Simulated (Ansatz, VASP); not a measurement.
## One calculation of MnSb, two programs

File INCAR:

```
PREC = Accurate
ENCUT = 520
EDIFF = 1E-6
ISMEAR = 0
SIGMA = 0.1
LREAL = F
LASPH = T
NELM = 150
ALGO = Normal
ISIF = 2
LWAVE = F
LCHARG = F
ISPIN = 2
MAGMOM = 4.18 -0.12
LORBIT = 11
LMAXMIX = 4
LDAU = T
LDAUTYPE = 2
LDAUL = 2 -1
LDAUU = 5.2 0
LDAUJ = 0 0
LDAUPRINT = 1
GGA = CA
NBANDS = 20
```

KPOINTS

```
Automatic mesh
0
Gamma
  4 4 4
```

POSCAR

```
MnSb
1.0
    0.0000000000      2.5517954022      2.5517954022
    2.5517954022      0.0000000000      2.5517954022
    2.5517954022      2.5517954022      0.0000000000
Mn Sb
1 1
Direct
    0.0000000000      0.0000000000      0.0000000000
    0.5000000000      0.5000000000      0.5000000000
```

Input for Ansatz:

```yaml
crystal:
  lattice:
    - [0.0, 2.5517954022, 2.5517954022]
    - [2.5517954022, 0.0, 2.5517954022]
    - [2.5517954022, 2.5517954022, 0.0]
  atoms:
    - { symbol: Mn, position: [0.0, 0.0, 0.0], spin: 4.18 }
    - { symbol: Sb, position: [0.5, 0.5, 0.5], spin: -0.12 }
basis:
  ecutwfc: 420
kpoints:
  mp_grid: { grid: [4, 4, 4] }
hamiltonian:
  xc: lda
  hubbard: { sites: [{ species: Mn, l: d, u_eff: 5.2 }] }
scf:
  occupations: { method: gaussian, width: 0.1 }
  lower_state_search: "off"
output:
  forces: true
  stress: true
  eigenvalues: true
  populations: true
magnetization:
  spin_polarized: true
```

Alike in both runs: task single point; functional LDA; k mesh 4 × 4 × 4; occupations gaussian, width 0.1 eV; collinear spin; Hubbard terms Mn d U = 5.2 eV.

```csv
,VASP,Ansatz
version,VASP 6.6.1,Ansatz 0.2.0
potentials or method,"VASP PAW LDA potentials, release 64 (Mn_pv, Sb), cutoff 520 eV","scalar-relativistic, plane waves, PAW"
valence electrons in the cell,18,30
```

|  | VASP | Ansatz | Ansatz less VASP |
| --- | --- | --- | --- |
| gap on the k mesh at the Fermi level (eV) | none | none | - |
| net moment per atom (μB) | 1.91 | 2.00 | +0.087 |
| size of the moment on the site where the two differ most (μB) | 0.16 | 0.09 | -0.067 |

LDA's correlation is that of Perdew and Zunger in VASP and of Perdew and Wang (1992) in Ansatz. Site moments also hang on the region over which each program counts them. The programs project onto different local orbitals, so the same U acts differently, and such runs can settle in different states. A gap of «none» marks a metal or a gap that the smearing closes. VASP's potentials hold 18 valence electrons a cell and Ansatz's 30, so a difference there can come from the potentials and not from the codes. Ansatz's warnings: filled band counts differ across k points, stability check not made.

The k mesh is coarse, so the values compare programs but aren't converged. Spin-orbit coupling is off throughout.
